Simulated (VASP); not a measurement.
# CdSe (P6_3mc) in VASP: notebook, part 2 of 2

VASP 6.6.1. Earlier steps stand in the parts before.

### 3 Relaxation of shape and atoms at fixed volume, PBE (volume scaled by 1.020)

Input file INCAR:

```
ALGO = Normal ; EDIFF = 1E-7
EDIFFG = -0.01 ; ENCUT = 600
GGA = PE ; IBRION = 2
ISIF = 4 ; ISMEAR = 0
LASPH = True ; LCHARG = False
LREAL = False ; LWAVE = False
NELM = 80 ; NSW = 60
PREC = Accurate ; SIGMA = 0.05
```

Input file KPOINTS:

```
k-points
0
Gamma
  10 10 6
```

Input file POSCAR:

```
CdSe
1.0
    4.4123790291      0.0000000000      0.0000000000
   -2.2061895145      3.8212323303      0.0000000000
    0.0000000000      0.0000000000      7.2018003161
Cd Se
2 2
Direct
    0.6666666667      0.3333333333     -0.0003929495
    0.3333333333      0.6666666667      0.4996070505
    0.6666666667      0.3333333333      0.3753929495
    0.3333333333      0.6666666667      0.8753929495
```

Potentials or basis: VASP PAW PBE potentials, release 64 (Cd, Se).

Started as:

```bash
> cat potpaw_PBE.64/Cd/POTCAR potpaw_PBE.64/Se/POTCAR > POTCAR
> mpirun -np 1 vasp_std > vasp.out
```

OUTCAR:

```text
EDIFF = 1E-7
   EDIFFG = -0.01
   ENCUT = 600
   GGA = PE
   IBRION = 2
   ISIF = 4
   ISMEAR = 0
   LASPH = True
   LREAL = False
   NELM = 80
   NSW = 60
   PREC = Accurate

 ion  position               nearest neighbor table
   1  0.667  0.333  1.000-   4 2.70   4 2.70   4 2.70   3 2.71
   2  0.333  0.667  0.500-   3 2.70   3 2.70   3 2.70   4 2.71
   3  0.667  0.333  0.375-   2 2.70   2 2.70   2 2.70   1 2.71
   4  0.333  0.667  0.875-   1 2.70   1 2.70   1 2.70   2 2.71

  LATTYP: Found a hexagonal cell.
 ALAT       =     4.4123790291
 C/A-ratio  =     1.6321807960

  Lattice vectors:

 A1 = (   4.4123790291,   0.0000000000,   0.0000000000)
 A2 = (  -2.2061895145,   3.8212323303,   0.0000000000)
 A3 = (   0.0000000000,   0.0000000000,   7.2018003161)

Analysis of symmetry for initial positions (statically):
=====================================================================
 Subroutine PRICEL returns:
 Original cell was already a primitive cell.

 Routine SETGRP: Setting up the symmetry group for a
 hexagonal supercell.

 Subroutine GETGRP returns: Found 12 space group operations
 (whereof  6 operations were pure point group operations)
 out of a pool of 24 trial point group operations.

The static configuration has the point symmetry C_3v.
 The point group associated with its full space group is C_6v.

Analysis of symmetry for dynamics (positions and initial velocities):
=====================================================================
 Subroutine PRICEL returns:
 Original cell was already a primitive cell.

 Routine SETGRP: Setting up the symmetry group for a
 hexagonal supercell.

 Subroutine GETGRP returns: Found 12 space group operations
 (whereof  6 operations were pure point group operations)
 out of a pool of 24 trial point group operations.

The dynamic configuration has the point symmetry C_3v.
 The point group associated with its full space group is C_6v.

[... 123 lines left out ...]
  volume/ion in A,a.u.               =      30.36       204.86
  Fermi-wavevector in a.u.,A,eV,Ry     =   1.091616  2.062855 16.213049  1.191625
  Thomas-Fermi vector in A             =   2.227865
   LORBIT       =      0    0 simple, 1 ext, 2 COOP (PROOUT), +10 PAW based schemes
   GGA     = PE    functional components
   LHFCALC =     F    Hartree Fock is set to
   AEXX    =    0.0000 exact exchange contribution
   IVDW    =     0    specifies the selected vdW correction
   LEPSILON=     F    determine dielectric tensor
   LRPA    =     F    only Hartree local field effects (RPA)
 conjugate gradient relaxation of ions
 non-spin polarized calculation
 Gauss-broadening in eV      SIGMA  =   0.05
  energy-cutoff  :      600.00
  volume of cell :      121.43
 maximum number of plane-waves:      4091
 NGX is ok and might be reduce to    36
   NGX = 17   NGY = 17   NGZ = 29

 number of electron      36.0000000 magnetization

 Free energy of the ion-electron system (eV)
  ---------------------------------------------------
  ext. energy  EPLUGINS =         0.00000000
  ---------------------------------------------------
  free energy    TOTEN  =       -10.99200472 eV

  energy without entropy =      -10.99200472  energy(sigma->0) =      -10.99200472

 E-fermi :   0.6331     XC(G=0):  -8.5376

 val. band max:        0.3704983335   @ k =   0.0000   0.0000   0.0000
 cond. band min:       0.8679604161   @ k =   0.0000   0.0000   0.0000
 fundamental gap:      0.4974620826
 Fermi energy:         0.6331001807

 k-point     1 :       0.0000    0.0000    0.0000
  band No.  band energies     occupation
      1     -11.8316      2.00000
      2     -11.5185      2.00000
      3      -7.3339      2.00000
      4      -7.3290      2.00000
      5      -7.3290      2.00000
      6      -7.2747      2.00000
[... 589 lines left out ...]
     21       5.3711      0.00000
     22       5.8045      0.00000

 [... further k-points ...]

------------------------ aborting loop because EDIFF is reached ----------------------------------------

  FORCE on cell =-STRESS in cart. coord.  units (eV):
  Direction    XX          YY          ZZ          XY          YZ          ZX
  --------------------------------------------------------------------------------------
  -------------------------------------------------------------------------------------
  Total       -0.5038981     -0.5038981     -0.5002802     -0.0000000      0.0000000      0.0000000
  in kB       -6.6486878     -6.6486878     -6.6009524     -0.0000000      0.0000000      0.0000000
  external PRESSURE =      -6.6327760 kB  Pullay stress =       0.0000000 kB

 VOLUME and BASIS-vectors are now :
 -----------------------------------------------------------------------------
  energy-cutoff  :      600.00
  volume of cell :      121.43
      direct lattice vectors                 reciprocal lattice vectors
     4.412379029  0.000000000  0.000000000     0.226635108  0.130847841  0.000000000
    -2.206189515  3.821232330  0.000000000     0.000000000  0.261695682  0.000000000
     0.000000000  0.000000000  7.201800316     0.000000000  0.000000000  0.138854169

 POSITION                                       TOTAL-FORCE (eV/Angst)
 -----------------------------------------------------------------------------------
      2.20619      1.27374      7.19897         0.000000     -0.000000     -0.000097
     -0.00000      2.54749      3.59807        -0.000000      0.000000     -0.000097
      2.20619      1.27374      2.70351        -0.000000     -0.000000      0.000097
     -0.00000      2.54749      6.30441         0.000000      0.000000      0.000097
 -----------------------------------------------------------------------------------
    total drift:                               -0.000000     -0.000000      0.000168

  FREE ENERGIE OF THE ION-ELECTRON SYSTEM (eV)
  ---------------------------------------------------
  free  energy   TOTEN  =       -10.9920047167 eV

  energy  without entropy=      -10.9920047167  energy(sigma->0) =      -10.99200472

 reached required accuracy - stopping structural energy minimisation
```

OSZICAR:

```text
N       E                     dE             d eps       ncg     rms          rms(c)
DAV:   1     0.259686820763E+03    0.25969E+03   -0.18456E+04  2464   0.164E+03
DAV:   2     0.332500703860E+01   -0.25636E+03   -0.25075E+03  2734   0.362E+02
DAV:   3    -0.116222989076E+02   -0.14947E+02   -0.14891E+02  2944   0.854E+01
DAV:   4    -0.117684454627E+02   -0.14615E+00   -0.14608E+00  2734   0.840E+00
DAV:   5    -0.117696821907E+02   -0.12367E-02   -0.12367E-02  2992   0.716E-01    0.749E+00
DAV:   6    -0.110223176109E+02    0.74736E+00   -0.17178E+00  2962   0.123E+01    0.603E+00
DAV:   7    -0.109919366429E+02    0.30381E-01   -0.52252E-01  2746   0.397E+00    0.261E+00
DAV:   8    -0.109919781310E+02   -0.41488E-04   -0.50993E-02  2650   0.250E+00    0.328E-01
DAV:   9    -0.109917304377E+02    0.24769E-03   -0.88904E-03  2866   0.115E+00    0.103E-01
DAV:  10    -0.109919100029E+02   -0.17957E-03   -0.96224E-04  2650   0.354E-01    0.767E-02
DAV:  11    -0.109920402446E+02   -0.13024E-03   -0.35353E-04  2692   0.129E-01    0.255E-02
DAV:  12    -0.109920015417E+02    0.38703E-04   -0.14241E-04  2922   0.117E-01    0.704E-03
DAV:  13    -0.109920048660E+02   -0.33243E-05   -0.22598E-05  2686   0.246E-02    0.761E-03
DAV:  14    -0.109920044779E+02    0.38803E-06   -0.92413E-07  2932   0.494E-03    0.409E-03
DAV:  15    -0.109920047850E+02   -0.30711E-06   -0.43908E-07  2620   0.287E-03    0.116E-03
DAV:  16    -0.109920047167E+02    0.68359E-07   -0.21388E-08  1532   0.145E-03
   1 F= -.10992005E+02 E0= -.10992005E+02  d E =-.109920E+02
```

CONTCAR:

```text
CdSe
   1.00000000000000
     4.4123790291000002    0.0000000000000000    0.0000000000000000
    -2.2061895145000001    3.8212323303000000    0.0000000000000000
     0.0000000000000000    0.0000000000000000    7.2018003160999999
  Cd              Se
     2     2
Direct
     0.6666666667000030    0.3333333332999970    0.9996070505000034
     0.3333333332999970    0.6666666667000030    0.4996070505000034
     0.6666666667000030    0.3333333332999970    0.3753929494999966
     0.3333333332999970    0.6666666667000030    0.8753929494999966

  0.00000000E+00  0.00000000E+00  0.00000000E+00
  0.00000000E+00  0.00000000E+00  0.00000000E+00
  0.00000000E+00  0.00000000E+00  0.00000000E+00
  0.00000000E+00  0.00000000E+00  0.00000000E+00
```

Wall time 5.5 min (1 thread of Intel Xeon 6975P-C, shared host); peak memory 0.37 GiB.

Results:

| Item | Value |
| --- | --- |
| Free energy | -10.9920 eV |
| Pressure after relaxing | -0.7 GPa |
| Band gap on the k mesh | 0.50 eV, direct |

Final structure:
```cif
data_structure
_symmetry_space_group_name_H-M 'P 1'
_symmetry_Int_Tables_number 1
_cell_length_a 4.4124
_cell_length_b 4.4124
_cell_length_c 7.2018
_cell_angle_alpha 90.000
_cell_angle_beta 90.000
_cell_angle_gamma 120.000
_cell_volume 121.43
loop_
_atom_site_label
_atom_site_type_symbol
_atom_site_fract_x
_atom_site_fract_y
_atom_site_fract_z
_atom_site_occupancy
Cd1 Cd 0.66667 0.33333 0.99961 1
Cd2 Cd 0.33333 0.66667 0.49961 1
Se1 Se 0.66667 0.33333 0.37539 1
Se2 Se 0.33333 0.66667 0.87539 1
```

Caveat: the relaxation stopped at its first step, so nothing moved.

### 4 Relaxation of shape and atoms at fixed volume, PBE (volume scaled by 1.040)

Input file INCAR:

```
SYSTEM = CdSe
PREC     = Accurate       ! precision mode
ENCUT    = 600            ! plane-wave cutoff, eV
EDIFF    = 1E-7           ! SCF threshold, eV
ISMEAR   = 0              ! smearing method
SIGMA    = 0.05           ! smearing width, eV
LREAL    = .False.        ! projectors in reciprocal space
LASPH    = .True.         ! aspherical terms in the spheres
NELM     = 60             ! most SCF steps
ALGO     = Normal         ! electronic algorithm
ISIF     = 4              ! what is computed and relaxed
LWAVE    = .False.        ! write WAVECAR
LCHARG   = .False.        ! write CHGCAR
GGA      = PE             ! functional
IBRION   = 2              ! ionic algorithm
NSW      = 60             ! ionic steps
EDIFFG   = -0.01          ! ionic threshold
```

Input file KPOINTS:

```
regular mesh
0
Gamma
  10 10 6
  0 0 0
```

Input file POSCAR:

```
CdSe
1.0
    4.4410316438      0.0000000000      0.0000000000
   -2.2205158219      3.8460462226      0.0000000000
    0.0000000000      0.0000000000      7.2485665636
Cd Se
2 2
Direct
    0.6666666667      0.3333333333     -0.0003929495
    0.3333333333      0.6666666667      0.4996070505
    0.6666666667      0.3333333333      0.3753929495
    0.3333333333      0.6666666667      0.8753929495
```

Started as:

```bash
> cat potpaw_PBE.64/Cd/POTCAR potpaw_PBE.64/Se/POTCAR > POTCAR
> mpirun -np 1 vasp_std > vasp.out
```

Wall time 4.6 min (1 thread of Intel Xeon 6975P-C, shared host); peak memory 0.37 GiB.

The run converged. Its results:

| Quantity | Value |
| --- | --- |
| Free energy | -10.9769 eV |
| Pressure after relaxing | -1.4 GPa |
| Band gap on the k mesh | 0.45 eV, direct |

Final structure:
```xyz
4
Lattice="4.4410 0.0000 0.0000 -2.2205 3.8460 0.0000 0.0000 0.0000 7.2486" Properties=species:S:1:pos:R:3 pbc="T T T"
Cd    2.2205    1.2820    7.2457
Cd    0.0000    2.5640    3.6214
Se    2.2205    1.2820    2.7211
Se    0.0000    2.5640    6.3453
```

Levels at points of the mesh, in eV from the valence-band top:
| k point | band 16 | band 17 | band 18 | band 19 | band 20 | band 21 |
| --- | --- | --- | --- | --- | --- | --- |
| (0.00, 0.00, 0.00) | -0.04 | 0.00 | 0.00 | 0.45 | 2.09 | 5.84 |
| (0.50, 0.00, 0.00) | -1.56 | -1.11 | -0.63 | 3.00 | 3.31 | 4.79 |
| (0.00, 0.00, 0.50) | -0.33 | -0.33 | -0.33 | 2.18 | 2.18 | 5.70 |
| (0.50, 0.00, 0.50) | -1.15 | -1.13 | -1.13 | 2.86 | 2.86 | 4.81 |

Caveat: the relaxation stopped at its first step, so nothing moved.

### 5 Summary

```tsv
cell	gap on the mesh (eV)	pressure (GPa)
relaxed from a = 4.354, b = 4.354, c = 7.106 Å, angles 90.0, 90.0, 120.0°, 4 atoms	0.59	1.2
relaxed from a = 4.412, b = 4.412, c = 7.202 Å, angles 90.0, 90.0, 120.0°, 4 atoms	0.50	-0.7
relaxed from a = 4.441, b = 4.441, c = 7.249 Å, angles 90.0, 90.0, 120.0°, 4 atoms	0.45	-1.4
```

Alike in all rows: task relaxation of shape and atoms at fixed volume; level PBE; potentials or basis VASP PAW PBE potentials, release 64 (Cd, Se); no spin polarisation; k mesh 10 × 10 × 6; cutoff (eV) 600; smearing gaussian 0.05 eV.

Caveats: the relaxation stopped at its first step, so nothing moved.

Absolute energies hang on the potentials; compare differences alone.
